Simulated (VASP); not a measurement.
# P (Cmmm) in VASP: further runs

The runs below take P through single point, with PBE+D3(BJ).

Everything below comes from runs of VASP 6.6.1. Logs are shortened: lines on timing, memory, paths and dates and some standing lists are left out, and cuts for length are marked.

## Step 1: The cell of the first run

The structure is orthorhombic, space group Cmmm (No. 65). Conventional cell: a = 3.302 Å, b = 3.507 Å, c = 2.407 Å, α = 90.00°, β = 90.00°, γ = 90.00°. Within 3.6 Å of P (site symmetry mmm) lie 18 P at 2.41 to 3.51 Å.

## Step 2: Single point, PBE+D3(BJ) (strain -0.0600 x Voigt [0, 0, 0, 0, 1, 0])

INCAR

```
  ALGO = Normal
  EDIFF = 1E-6
  ENCUT = 520
  GGA = PE
  ISIF = 2
  ISMEAR = 0
  IVDW = 12
  LASPH = True
  LCHARG = False
  LREAL = False
  LWAVE = False
  NBANDS = 8
  NELM = 60
  PREC = Accurate
  SIGMA = 0.15
```

KPOINTS

```
k-points
0
Gamma
  24 24 24
```

POSCAR

```
P
1.0
    2.4072602648      0.0000000000     -0.0722178079
    0.0000000000      2.4072602648      0.0000000000
   -0.0722210583      0.0000000000      2.4073686085
P
1
Direct
    0.0000000000      0.0000000000      0.0000000000
```

Potentials or basis: VASP PAW PBE potentials, release 64 (P).

Command:

```sh
cat potpaw_PBE.64/P/POTCAR > POTCAR
mpirun -np 1 vasp_std > vasp.out
```

OUTCAR:

```text
EDIFF = 1E-6
   ENCUT = 520
   GGA = PE
   ISIF = 2
   ISMEAR = 0
   IVDW = 12
   LASPH = True
   LREAL = False
   NELM = 60
   PREC = Accurate
 IVDW          = 12

 ion  position               nearest neighbor table
   1  0.000  0.000  0.000-

  LATTYP: Found a simple monoclinic cell.
 ALAT       =     2.4083432883
 B/A-ratio  =     0.9995503035
 C/A-ratio  =     1.0000450071
 COS(beta)  =    -0.0599460486

  Lattice vectors:

 A1 = (   2.4072602648,   0.0000000000,  -0.0722178079)
 A2 = (   0.0000000000,   2.4072602648,   0.0000000000)
 A3 = (  -0.0722210583,   0.0000000000,   2.4073686085)

Analysis of symmetry for initial positions (statically):
=====================================================================
 Subroutine PRICEL returns:
 Original cell was already a primitive cell.

 Routine SETGRP: Setting up the symmetry group for a
 simple monoclinic supercell.

 Subroutine GETGRP returns: Found  4 space group operations
 (whereof  4 operations were pure point group operations)
 out of a pool of  4 trial point group operations.

The static configuration has the point symmetry C_2h.

Analysis of symmetry for dynamics (positions and initial velocities):
=====================================================================
 Subroutine PRICEL returns:
 Original cell was already a primitive cell.

 Routine SETGRP: Setting up the symmetry group for a
 simple monoclinic supercell.

 Subroutine GETGRP returns: Found  4 space group operations
 (whereof  4 operations were pure point group operations)
 out of a pool of  4 trial point group operations.

The dynamic configuration has the point symmetry C_2h.

 Subroutine INISYM returns: Found  4 space group operations
 (whereof  4 operations are pure point group operations),
 and found     1 'primitive' translations

----------------------------------------------------------------------------------------

                                     Primitive cell

  volume of cell :      13.9379

  direct lattice vectors                    reciprocal lattice vectors
     2.407260265  0.000000000 -0.072217808     0.415784211  0.000000000  0.012473526
     0.000000000  2.407260265  0.000000000     0.000000000  0.415410006  0.000000000
    -0.072221058  0.000000000  2.407368609     0.012472965  0.000000000  0.415765499

  length of vectors
     2.408343288  2.407260265  2.408451681     0.415971272  0.415410006  0.415952551
[... 80 lines left out ...]
   LREAL  =      F    real-space projection
   EDIFFG = 0.1E-04   stopping-criterion for IOM
   NSW    =      0    number of steps for IOM
   IBRION =     -1    ionic relax: 0-MD 1-quasi-New 2-CG
   NFREE  =      0    steps in history (QN), initial steepest desc. (CG)
   ISIF   =      2    stress and relaxation
   ISYM   =      2    0-nonsym 1-usesym 2-fastsym
   POTIM  = 0.5000    time-step for ionic-motion
   TEBEG  =    0.0;   TEEND  =   0.0 temperature during run
   PSTRESS=    0.0 pullay stress
   NELECT =       5.0000    total number of electrons
   NUPDOWN=      -1.0000    fix difference up-down
   EMIN   =  10.00;   EMAX   =-10.00  energy-range for DOS
   EFERMI =   0.00;   METHOD = LEGACY
   ISMEAR =     0;   SIGMA  =   0.15  broadening in eV -4-tet -1-fermi 0-gaus
   EFERMI_NEDOS =   21; number of points for ismear=-14 and -15
   IALGO  =     38    algorithm
   IMIX   =      4    mixing-type and parameters
     AMIX     =   0.40;   BMIX     =  1.00
     AMIX_MAG =   1.60;   BMIX_MAG =  1.00
  volume/ion in A,a.u.               =      13.94        94.06
  Fermi-wavevector in a.u.,A,eV,Ry     =   1.163230  2.198186 18.410100  1.353104
  Thomas-Fermi vector in A             =   2.299782
   LORBIT       =      0    0 simple, 1 ext, 2 COOP (PROOUT), +10 PAW based schemes
   GGA     = PE    functional components
   LHFCALC =     F    Hartree Fock is set to
   AEXX    =    0.0000 exact exchange contribution
   IVDW    =    12    specifies the selected vdW correction
   LEPSILON=     F    determine dielectric tensor
   LRPA    =     F    only Hartree local field effects (RPA)
 non-spin polarized calculation
 Gauss-broadening in eV      SIGMA  =   0.15
  energy-cutoff  :      520.00
  volume of cell :       13.94
 maximum number of plane-waves:       389
 NGX is ok and might be reduce to    18
   NGX =  9   NGY =  9   NGZ =  9

 number of electron       4.9999998 magnetization

 Free energy of the ion-electron system (eV)
  ---------------------------------------------------
  ext. energy  EPLUGINS =         0.00000000
  ---------------------------------------------------
  free energy    TOTEN  =        -5.25024623 eV

  energy without entropy =       -5.24676785  energy(sigma->0) =       -5.24850704

 E-fermi :  10.2979     XC(G=0): -11.4760

 val. band max:       10.2924623022   @ k =   0.2083   0.0000   0.3333
 cond. band min:      10.3053968641   @ k =  -0.2083   0.2500   0.3750
 fundamental gap:      0.0129345620
 Fermi energy:        10.2978774115

 k-point     1 :       0.0000    0.0000    0.0000
  band No.  band energies     occupation
      1      -6.6749      2.00000
      2      15.3463      0.00000
      3      15.5297      0.00000
      4      15.8011      0.00000
      5      17.0202      0.00000
      6      17.0818      0.00000
      7      25.0847      0.00000
      8      34.8933      0.00000
[... 243 lines left out ...]
 k-point    24 :       0.4167    0.0417    0.0000
  band No.  band energies     occupation
      1      -2.8419      2.00000
      2       2.3549      2.00000
      3      17.2771      0.00000
      4      18.0658      0.00000
      5      20.1821      0.00000
      6      24.5684      0.00000
      7      25.3807      0.00000
      8      26.9484      0.00000

 [... further k-points ...]

------------------------ aborting loop because EDIFF is reached ----------------------------------------

 Edisp (eV)   -0.50691

 E8    (eV) :    -0.1915

  FORCE on cell =-STRESS in cart. coord.  units (eV):
  Direction    XX          YY          ZZ          XY          YZ          ZX
  --------------------------------------------------------------------------------------
  -------------------------------------------------------------------------------------
  Total      -0.03196    -0.02872    -0.03282     0.00000     0.00000     0.36611
  in kB      -3.67434    -3.30131    -3.77220     0.00000     0.00000    42.08510
  external pressure =       -3.58 kB  Pullay stress =        0.00 kB

 VOLUME and BASIS-vectors are now :
 -----------------------------------------------------------------------------
  energy-cutoff  :      520.00
  volume of cell :       13.94
      direct lattice vectors                 reciprocal lattice vectors
     2.407260265  0.000000000 -0.072217808     0.415784211  0.000000000  0.012473526
     0.000000000  2.407260265  0.000000000     0.000000000  0.415410006  0.000000000
    -0.072221058  0.000000000  2.407368609     0.012472965  0.000000000  0.415765499

 POSITION                                       TOTAL-FORCE (eV/Angst)
 -----------------------------------------------------------------------------------
      0.00000      0.00000      0.00000        -0.000000      0.000000      0.000000
 -----------------------------------------------------------------------------------
    total drift:                               -0.000000      0.000000      0.000000

  FREE ENERGIE OF THE ION-ELECTRON SYSTEM (eV)
  ---------------------------------------------------
  free  energy   TOTEN  =        -5.7571533148 eV

  energy  without entropy=       -5.7536749375  energy(sigma->0) =       -5.75541413
```

OSZICAR:

```text
N       E                     dE             d eps       ncg     rms          rms(c)
DAV:   1     0.593649271163E+00    0.59365E+00   -0.21742E+03 63408   0.453E+02
DAV:   2    -0.519511388626E+01   -0.57888E+01   -0.54861E+01 87616   0.493E+01
DAV:   3    -0.524934621052E+01   -0.54232E-01   -0.54134E-01 67704   0.525E+00
DAV:   4    -0.524942423722E+01   -0.78027E-04   -0.78025E-04 97872   0.216E-01
DAV:   5    -0.524942430113E+01   -0.63917E-07   -0.63890E-07 68136   0.339E-03    0.498E+00
DAV:   6    -0.524957890361E+01   -0.15460E-03   -0.63597E-04 82672   0.218E-01    0.296E+00
DAV:   7    -0.525015252085E+01   -0.57362E-03   -0.17012E-03 72072   0.373E-01    0.114E-01
DAV:   8    -0.525024062171E+01   -0.88101E-04   -0.70880E-05 85192   0.679E-02    0.114E-02
DAV:   9    -0.525024591495E+01   -0.52932E-05   -0.40828E-06 77632   0.159E-02    0.276E-03
DAV:  10    -0.525024622773E+01   -0.31279E-06   -0.39794E-07 71672   0.476E-03
   1 F= -.57571533E+01 E0= -.57554141E+01  d E =-.347838E-02
```

stdout:

```text
POSCAR found type information on POSCAR P
 POSCAR found :  1 types and       1 ions
 scaLAPACK will be used
 LDA part: xc-table for (Slater+PW92), standard interpolation
 POSCAR, INCAR and KPOINTS ok, starting setup
 FFT: planning ... GRIDC
 FFT: planning ... GRID_SOFT
 FFT: planning ... GRID
 WAVECAR not read
 entering main loop
```

Run time: 91 s. Hardware: 1 thread of Intel Xeon 6975P-C (Granite Rapids), shared host; peak memory 0.43 GiB.

Results:

```
Free energy                : -5.7572 eV
Pressure                   : -0.4 GPa
Band gap on the k mesh     : zero (an odd number of electrons rules out a gap without spin polarisation)
Dispersion energy per atom : -0.507 eV
```

Stress tensor (GPa, compression positive):
```
-0.37  0.00  4.21
 0.00 -0.33  0.00
 4.21  0.00 -0.38
```

Caveat: the cell differs from its parent crystal (strain -0.0600 x Voigt [0, 0, 0, 0, 1, 0]).

## Step 3: Single point, PBE+D3(BJ) (strain +0.0525 x Voigt [0, 0, 0, 0, 1, 0])

INCAR

```
SYSTEM = P
ALGO = Normal
EDIFF = 1E-6
ENCUT = 520
GGA = PE
ISIF = 2
ISMEAR = 0
IVDW = 12
LASPH = .True.
LCHARG = .False.
LREAL = .False.
LWAVE = .False.
NBANDS = 8
NELM = 100
PREC = Accurate
SIGMA = 0.15
```

KPOINTS

```
k-points
0
Gamma
  24 24 24
  0 0 0
```

POSCAR

```
P
1.0
    2.4072602648      0.0000000000      0.0631905820
    0.0000000000      2.4072602648      0.0000000000
    0.0631934260      0.0000000000      2.4073686085
P
1
Direct
    0.0000000000      0.0000000000      0.0000000000
```

Potentials or basis: VASP PAW PBE potentials, release 64 (P).

Command:

```sh
cat potpaw_PBE.64/P/POTCAR > POTCAR
mpirun -np 1 vasp_std > vasp.out
```

Run time: 93 s. Hardware: 1 thread of Intel Xeon 6975P-C (Granite Rapids), shared host; peak memory 0.43 GiB.

It converged, with:

| Quantity | Value |
| --- | --- |
| Free energy | -5.7597 eV |
| Pressure | -0.4 GPa |
| Band gap on the k mesh | zero (an odd number of electrons rules out a gap without spin polarisation) |
| Dispersion energy per atom | -0.507 eV |

Stress tensor (GPa, compression positive):
```
-0.39  0.00 -3.63
 0.00 -0.30  0.00
-3.63  0.00 -0.40
```

Levels at points of the mesh, in eV from the Fermi level:
```csv
k point,band 1,band 2,band 3,band 4,band 5,band 6,band 7
"(0.00, 0.00, 0.00)",-16.97,5.07,5.24,5.47,6.73,6.77,14.79
"(0.50, 0.00, 0.00)",-12.41,-9.06,8.11,8.25,9.30,14.51,14.53
"(0.00, 0.50, 0.00)",-12.42,-9.06,8.07,8.48,9.42,14.37,14.74
"(0.50, 0.50, 0.00)",-7.45,-5.50,-5.49,0.71,10.93,16.46,17.05
"(0.00, 0.00, 0.50)",-12.41,-9.06,8.12,8.25,9.30,14.52,14.53
"(0.50, 0.00, 0.50)",-7.51,-5.98,-4.99,0.77,11.02,16.79,17.55
"(0.00, 0.50, 0.50)",-7.45,-5.50,-5.49,0.71,10.93,16.46,17.05
"(0.50, 0.50, 0.50)",-2.71,-2.28,-1.76,-1.25,4.05,4.61,5.03
```

Caveat: the cell differs from its parent crystal (strain +0.0525 x Voigt [0, 0, 0, 0, 1, 0]).
